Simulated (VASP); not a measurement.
The system is HgH8.

```
Hg H
1.0
     5.87083   -3.94230    0.00000
     5.87083    3.94230    0.00000
    -1.50964    0.00000    4.54043
Hg H
1 8
Direct
  0.63160 0.63160 0.35083
  0.62466 0.21821 0.79831
  0.61567 0.12597 0.68129
  0.12597 0.61567 0.68129
  0.21821 0.62466 0.79831
  0.22983 0.22983 0.97814
  0.97068 0.97068 0.23708
  0.18177 0.18177 0.05093
  0.00876 0.00876 0.39605
```

The cell was built from a structure type or drawn by symmetry, and may not be a known phase.

Base run:

| Property | Result |
| --- | --- |
| Program | VASP 6.6.1 |
| Functional | PBE |
| Potentials or basis | VASP PAW PBE potentials, release 64 (Hg, H) |
| Cutoff | 520 eV |
| k mesh | 4 × 4 × 6 |
| Occupations | gaussian, width 0.02 eV |
| Spin | no spin polarisation |

Its results: band gap on the k mesh 4.56 eV; pressure -0.1 GPa; largest force 0.015 eV/Å.

Question: The run is repeated on the same cell with these changes: functional from PBE to r2SCAN. What comes out?

Answer: Band gap on the k mesh 4.94 eV; pressure -0.4 GPa; largest force 0.307 eV/Å.

Caveats: spin-orbit coupling is left out, which moves the levels of the heavy elements; the PAW data sets were made with another functional, which shifts forces and pressure a little (at least some runs).

A k mesh can miss the band edges.
